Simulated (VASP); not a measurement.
CuI (Marshite): single point with r2SCAN

Slab: CuI (Marshite), a slab with vacuum.

```
CELL_PARAMETERS angstrom
4.28719 0.00000 0.00000
2.14359 3.71281 0.00000
0.00000 0.00000 16.37559
ATOMIC_POSITIONS crystal
Cu 0.33333 0.33333 0.41984
Cu 0.66667 0.66667 0.63360
I 0.00000 0.00000 0.36640
I 0.33333 0.33333 0.58016
```

| Property | Result |
| --- | --- |
| Program | VASP 6.6.1 |
| Task | single point |
| Functional | r2SCAN |
| Potentials or basis | VASP PAW PBE potentials, release 64 (Cu, I) |
| Cutoff | 520 eV |
| k mesh | 6 × 6 × 1 |
| Occupations | fermi-dirac, width 0.1 eV |
| Spin | no spin polarisation |

```
Largest force          : 0.937 eV/Å
Band gap on the k mesh : 0.81 eV, direct
```

Forces on the atoms (eV/Å):
```
Cu   0.000  0.000 -0.395
Cu   0.000  0.000 -0.867
I    0.000  0.000  0.326
I    0.000  0.000  0.937
```

Levels at points of the mesh, in eV from the valence-band top:
| k point | band 16 | band 17 | band 18 | band 19 | band 20 | band 21 |
| --- | --- | --- | --- | --- | --- | --- |
| (0.00, 0.00, 0.00) | -1.01 | 0.00 | 0.00 | 0.81 | 2.36 | 2.96 |
| (0.50, 0.00, 0.00) | -1.54 | -1.04 | -0.90 | 1.44 | 2.69 | 3.52 |

Run time: 3.9 min on 1 thread of Intel(R) Xeon(R) Platinum 8259CL CPU @ 2.50GHz (Skylake/Cascade Lake) (shared host), peak memory 0.41 GiB.

Caveat: the PAW data sets were made with another functional, which shifts forces and pressure a little; spin-orbit coupling is left out, which moves the levels of the heavy elements.
